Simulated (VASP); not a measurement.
# Ir (Pm-3m) in VASP: relaxation of cell and atoms with LDA

Aim: the relaxation of cell and atoms of Ir with LDA.

All numbers are computed with VASP 6.6.1; they aren't measurements. Logs are shortened: lines on timing, memory, paths and dates and some standing lists are left out, and cuts for length are marked.

### 1 The cell of the first run

It takes space group Pm-3m (No. 221, cubic). The conventional cell has a = 2.490 Å, b = 2.490 Å, c = 2.490 Å, α = 90.00°, β = 90.00°, γ = 90.00°. Ir (site symmetry m-3m) has 6 Ir at 2.49 Å within 3.3 Å.

This isn't the form of Ir at room conditions, which is fcc.

### 2 Relaxation of cell and atoms, LDA

File INCAR:

```
PREC = Accurate ; ENCUT = 560
EDIFF = 1E-7 ; ISMEAR = -1
SIGMA = 0.05 ; LREAL = F
LASPH = T ; NELM = 120
ALGO = Normal ; ISIF = 3
LWAVE = F ; LCHARG = F
IBRION = 2 ; NSW = 60
EDIFFG = -0.01 ; GGA_COMPAT = F
NELMIN = 4
```

File KPOINTS:

```
Automatic mesh
0
Gamma
  9 9 9
```

File POSCAR:

```
Ir
1.0
    2.4900000000      0.0000000000      0.0000000000
    0.0000000000      2.4900000000      0.0000000000
    0.0000000000      0.0000000000      2.4900000000
Ir
1
Direct
    0.0000000000      0.0000000000      0.0000000000
```

Potentials or basis: VASP PAW LDA potentials, release 64 (Ir_sv_GW).

On the command line:

```console
cat potpaw_LDA.64/Ir_sv_GW/POTCAR > POTCAR
mpirun -np 1 vasp_std > vasp.out
```

OUTCAR:

```text
PREC = Accurate
   ENCUT = 560
   EDIFF = 1E-7
   ISMEAR = -1
   LREAL = F
   LASPH = T
   NELM = 120
   ISIF = 3
   IBRION = 2
   NSW = 60
   EDIFFG = -0.01
   NELMIN = 4

 ion  position               nearest neighbor table
   1  0.000  0.000  0.000-

  LATTYP: Found a simple cubic cell.
 ALAT       =     2.4900000000

  Lattice vectors:

 A1 = (   2.4900000000,   0.0000000000,   0.0000000000)
 A2 = (   0.0000000000,   2.4900000000,   0.0000000000)
 A3 = (   0.0000000000,   0.0000000000,   2.4900000000)

Analysis of symmetry for initial positions (statically):
=====================================================================
 Subroutine PRICEL returns:
 Original cell was already a primitive cell.

 Routine SETGRP: Setting up the symmetry group for a
 simple cubic supercell.

 Subroutine GETGRP returns: Found 48 space group operations
 (whereof 48 operations were pure point group operations)
 out of a pool of 48 trial point group operations.

The static configuration has the point symmetry O_h .

Analysis of symmetry for dynamics (positions and initial velocities):
=====================================================================
 Subroutine PRICEL returns:
 Original cell was already a primitive cell.

 Routine SETGRP: Setting up the symmetry group for a
 simple cubic supercell.

 Subroutine GETGRP returns: Found 48 space group operations
 (whereof 48 operations were pure point group operations)
 out of a pool of 48 trial point group operations.

The dynamic configuration has the point symmetry O_h .

 Subroutine INISYM returns: Found 48 space group operations
 (whereof 48 operations are pure point group operations),
 and found     1 'primitive' translations

----------------------------------------------------------------------------------------

                                     Primitive cell

  volume of cell :      15.4382

  direct lattice vectors                    reciprocal lattice vectors
     2.490000000  0.000000000  0.000000000     0.401606426  0.000000000  0.000000000
     0.000000000  2.490000000  0.000000000     0.000000000  0.401606426  0.000000000
     0.000000000  0.000000000  2.490000000     0.000000000  0.000000000  0.401606426

  length of vectors
     2.490000000  2.490000000  2.490000000     0.401606426  0.401606426  0.401606426

  position of ions in fractional coordinates (direct lattice)
     0.000000000  0.000000000  0.000000000

  ion indices of the primitive-cell ions
   primitive index   ion index
                 1           1

----------------------------------------------------------------------------------------

 KPOINTS: Automatic mesh

Automatic generation of k-mesh.
 Grid dimensions read from file:
 generate k-points for:    9    9    9

 Generating k-lattice:

  Cartesian coordinates                     Fractional coordinates (reciprocal lattice)
     0.044622936  0.000000000  0.000000000     0.111111111  0.000000000  0.000000000
     0.000000000  0.044622936  0.000000000     0.000000000  0.111111111  0.000000000
     0.000000000  0.000000000  0.044622936     0.000000000  0.000000000  0.111111111

  Length of vectors
     0.044622936  0.044622936  0.044622936

  Shift w.r.t. Gamma in fractional coordinates (k-lattice)
     0.000000000  0.000000000  0.000000000

 Subroutine IBZKPT returns following result:
 ===========================================

 Found     35 irreducible k-points:

 Following reciprocal coordinates:
            Coordinates               Weight
  0.000000  0.000000  0.000000      1.000000
  0.111111  0.000000  0.000000      6.000000
  0.222222  0.000000  0.000000      6.000000
  0.333333  0.000000  0.000000      6.000000
  0.444444  0.000000  0.000000      6.000000
  0.111111  0.111111  0.000000     12.000000
[... 16 lines left out ...]
  0.333333  0.333333  0.111111     24.000000
  0.444444  0.333333  0.111111     48.000000
 [... further k-points ...]
   k-points           NKPTS =     35   k-points in BZ     NKDIM =     35   number of bands    NBANDS=     12
   number of dos      NEDOS =    301   number of ions     NIONS =      1
   total plane-waves  NPLWV =   8000
   dimension x,y,z NGX =    20 NGY =   20 NGZ =   20
   dimension x,y,z NGXF=    40 NGYF=   40 NGZF=   40
   ions per type =               1
   NGX,Y,Z   is equivalent  to a cutoff of  13.35, 13.35, 13.35 a.u.
   NGXF,Y,Z  is equivalent  to a cutoff of  26.71, 26.71, 26.71 a.u.
 SYSTEM =  unknown system
   PREC   = accura    normal or accurate (medium, high low for compatibility)
   ISTART =      0    job   : 0-new  1-cont  2-samecut
   ICHARG =      2    charge: 1-file 2-atom 10-const
   ISPIN  =      1    spin polarized calculation?
   LNONCOLLINEAR =      F non collinear calculations
   LSORBIT =      F    spin-orbit coupling
   LASPH  =      T    aspherical Exc in radial PAW
   ENCUT  =  560.0 eV  41.16 Ry    6.42 a.u.   4.80  4.80  4.80*2*pi/ulx,y,z
   NELM   =    120;   NELMIN=  4; NELMDL= -5     # of ELM steps
   EDIFF  = 0.1E-06   stopping-criterion for ELM
   LREAL  =      F    real-space projection
   EDIFFG = -.1E-01   stopping-criterion for IOM
   NSW    =     60    number of steps for IOM
   IBRION =      2    ionic relax: 0-MD 1-quasi-New 2-CG
   NFREE  =      1    steps in history (QN), initial steepest desc. (CG)
   ISIF   =      3    stress and relaxation
   ISYM   =      2    0-nonsym 1-usesym 2-fastsym
   POTIM  = 0.5000    time-step for ionic-motion
   TEBEG  =    0.0;   TEEND  =   0.0 temperature during run
   PSTRESS=    0.0 pullay stress
   NELECT =      17.0000    total number of electrons
   NUPDOWN=      -1.0000    fix difference up-down
   EMIN   =  10.00;   EMAX   =-10.00  energy-range for DOS
   EFERMI =   0.00;   METHOD = LEGACY
   ISMEAR =    -1;   SIGMA  =   0.05  broadening in eV -4-tet -1-fermi 0-gaus
   EFERMI_NEDOS =   21; number of points for ismear=-14 and -15
   IALGO  =     38    algorithm
   IMIX   =      4    mixing-type and parameters
     AMIX     =   0.40;   BMIX     =  1.00
     AMIX_MAG =   1.60;   BMIX_MAG =  1.00
  volume/ion in A,a.u.               =      15.44       104.18
  Fermi-wavevector in a.u.,A,eV,Ry     =   1.690539  3.194655 38.884378  2.857921
  Thomas-Fermi vector in A             =   2.772467
   LORBIT       =      0    0 simple, 1 ext, 2 COOP (PROOUT), +10 PAW based schemes
   GGA     = CA    functional components
   LHFCALC =     F    Hartree Fock is set to
   AEXX    =    0.0000 exact exchange contribution
   IVDW    =     0    specifies the selected vdW correction
   LEPSILON=     F    determine dielectric tensor
   LRPA    =     F    only Hartree local field effects (RPA)
 conjugate gradient relaxation of ions
 non-spin polarized calculation
  energy-cutoff  :      560.00
  volume of cell :       15.44
 maximum number of plane-waves:       474
 NGX is ok and might be reduce to    20
   NGX =  9   NGY =  9   NGZ =  9

--------------------------------------- Ionic step        1  -------------------------------------------

 number of electron      17.0000000 magnetization

 Free energy of the ion-electron system (eV)
  ---------------------------------------------------
  ext. energy  EPLUGINS =         0.00000000
  ---------------------------------------------------
  free energy    TOTEN  =        -9.71259718 eV

  energy without entropy =       -9.69547594  energy(sigma->0) =       -9.70403656

------------------------ aborting loop because EDIFF is reached ----------------------------------------

  FORCE on cell =-STRESS in cart. coord.  units (eV):
  Direction    XX          YY          ZZ          XY          YZ          ZX
  --------------------------------------------------------------------------------------
  -------------------------------------------------------------------------------------
  Total        1.3946192      1.3946192      1.3946192      0.0000000      0.0000000      0.0000000
  in kB      144.7332071    144.7332071    144.7332071      0.0000000      0.0000000      0.0000000
  external PRESSURE =     144.7332071 kB  Pullay stress =       0.0000000 kB

 VOLUME and BASIS-vectors are now :
 -----------------------------------------------------------------------------
  energy-cutoff  :      560.00
  volume of cell :       15.44
      direct lattice vectors                 reciprocal lattice vectors
     2.490000000  0.000000000  0.000000000     0.401606426  0.000000000  0.000000000
     0.000000000  2.490000000  0.000000000     0.000000000  0.401606426  0.000000000
     0.000000000  0.000000000  2.490000000     0.000000000  0.000000000  0.401606426

 POSITION                                       TOTAL-FORCE (eV/Angst)
 -----------------------------------------------------------------------------------
      0.00000      0.00000      0.00000         0.000000      0.000000      0.000000
 -----------------------------------------------------------------------------------
    total drift:                               -0.000000     -0.000000     -0.000000

  FREE ENERGIE OF THE ION-ELECTRON SYSTEM (eV)
  ---------------------------------------------------
  free  energy   TOTEN  =        -9.7125971770 eV

  energy  without entropy=       -9.6954759427  energy(sigma->0) =       -9.70403656

--------------------------------------- Ionic step        2  -------------------------------------------

 number of electron      17.0000000 magnetization

 E-fermi :   7.7222     XC(G=0): -12.8915

 val. band max:        7.7139803840   @ k =   0.4444   0.2222   0.1111
 cond. band min:       7.7236119756   @ k =   0.2222   0.0000   0.0000
 fundamental gap:      0.0096315916
 Fermi energy:         7.7221909384

 k-point     1 :       0.0000    0.0000    0.0000
  band No.  band energies     occupation
      1     -83.8882      2.00000
      2     -40.7017      2.00000
      3     -40.7017      2.00000
      4     -40.7017      2.00000
      5      -0.5144      2.00000
      6       2.5628      2.00000
      7       2.5628      2.00000
      8       8.8059      0.00000
      9       8.8059      0.00000
     10       8.8059      0.00000
     11      22.4053      0.00000
     12      22.4053      0.00000

 k-point     2 :       0.1111    0.0000    0.0000
  band No.  band energies     occupation
      1     -83.8847      2.00000
      2     -40.7641      2.00000
      3     -40.6966      2.00000
      4     -40.6966      2.00000
      5      -0.1772      2.00000
      6       2.6299      2.00000
      7       2.8813      2.00000
      8       8.4736      0.00000
      9       8.4736      0.00000
     10       8.8321      0.00000
     11      20.4826      0.00000
     12      23.0222      0.00000
[... 387 lines left out ...]
 POSITION                                       TOTAL-FORCE (eV/Angst)
 -----------------------------------------------------------------------------------
      0.00000      0.00000      0.00000         0.000000     -0.000000      0.000000
 -----------------------------------------------------------------------------------
    total drift:                               -0.000000      0.000000     -0.000000

  FREE ENERGIE OF THE ION-ELECTRON SYSTEM (eV)
  ---------------------------------------------------
  free  energy   TOTEN  =        -9.7420277810 eV

  energy  without entropy=       -9.7240276732  energy(sigma->0) =       -9.73302773

--------------------------------------- Ionic step        4  -------------------------------------------

 number of electron      17.0000001 magnetization

 Free energy of the ion-electron system (eV)
  ---------------------------------------------------
  ext. energy  EPLUGINS =         0.00000000
  ---------------------------------------------------
  free energy    TOTEN  =        -9.74215606 eV

  energy without entropy =       -9.72421022  energy(sigma->0) =       -9.73318314

 E-fermi :  10.1443     XC(G=0): -13.7984

 val. band max:       10.1284869035   @ k =   0.2222   0.0000   0.0000
 cond. band min:      10.1720011987   @ k =   0.2222   0.1111   0.0000
 fundamental gap:      0.0435142952
 Fermi energy:        10.1442507276

 k-point     1 :       0.0000    0.0000    0.0000
  band No.  band energies     occupation
      1     -81.8219      2.00000
      2     -38.4890      2.00000
      3     -38.4890      2.00000
      4     -38.4890      2.00000
      5       0.5864      2.00000
      6       3.7353      2.00000
      7       3.7353      2.00000
      8      11.5623      0.00000
      9      11.5623      0.00000
     10      11.5623      0.00000
     11      25.7344      0.00000
     12      25.7344      0.00000

 k-point     2 :       0.1111    0.0000    0.0000
  band No.  band energies     occupation
      1     -81.8150      2.00000
      2     -38.5950      2.00000
      3     -38.4802      2.00000
      4     -38.4802      2.00000
      5       0.9752      2.00000
      6       3.8190      2.00000
      7       4.1415      2.00000
      8      11.1153      0.00000
      9      11.1153      0.00000
     10      11.5970      0.00000
     11      23.7044      0.00000
     12      26.4755      0.00000
[... 352 lines left out ...]
 POSITION                                       TOTAL-FORCE (eV/Angst)
 -----------------------------------------------------------------------------------
      0.00000      0.00000      0.00000        -0.000000      0.000000      0.000000
 -----------------------------------------------------------------------------------
    total drift:                                0.000000      0.000000     -0.000000

  FREE ENERGIE OF THE ION-ELECTRON SYSTEM (eV)
  ---------------------------------------------------
  free  energy   TOTEN  =        -9.7421560555 eV

  energy  without entropy=       -9.7242102186  energy(sigma->0) =       -9.73318314

 reached required accuracy - stopping structural energy minimisation
```

Wall time 25 s (1 thread of AMD EPYC 7R43 (Zen 3), shared host); peak memory 0.1 GiB.

What came out:

* Free energy: -9.7422 eV
* Relaxed volume: 16.12 Å³/atom
* Relaxed cell: a = 2.526 Å, b = 2.526 Å, c = 2.526 Å, α = 90.00°, β = 90.00°, γ = 90.00°
* Space group after relaxing (to 0.1 Å): Pm-3m (No. 221)
* Energy gained by relaxing: 29.6 meV/atom
* Ionic steps: 4
* Pressure after relaxing: 0.0 GPa
* Band gap on the k mesh: zero (an odd number of electrons rules out a gap without spin polarisation)

Step by step:
```csv
step,energy change (eV),largest force (eV/Å),pressure (GPa),volume (Å³)
1,0.0000,0.0000,14.47,15.44
2,0.2736,0.0000,-31.48,18.77
3,-0.0294,0.0000,-0.89,16.17
4,-0.0296,0.0000,-0.03,16.12
```

Final structure:
```yaml
crystal:
  lattice:
    - [2.52630, 0.00000, 0.00000]
    - [0.00000, 2.52630, 0.00000]
    - [0.00000, 0.00000, 2.52630]
  atoms:
    - { symbol: Ir, position: [0.00000, 0.00000, 0.00000] }
```

Caveat: spin-orbit coupling is left out, which moves the levels of the heavy elements.

The gap in the log of VASP goes by the Fermi energy; the results here count the filled bands.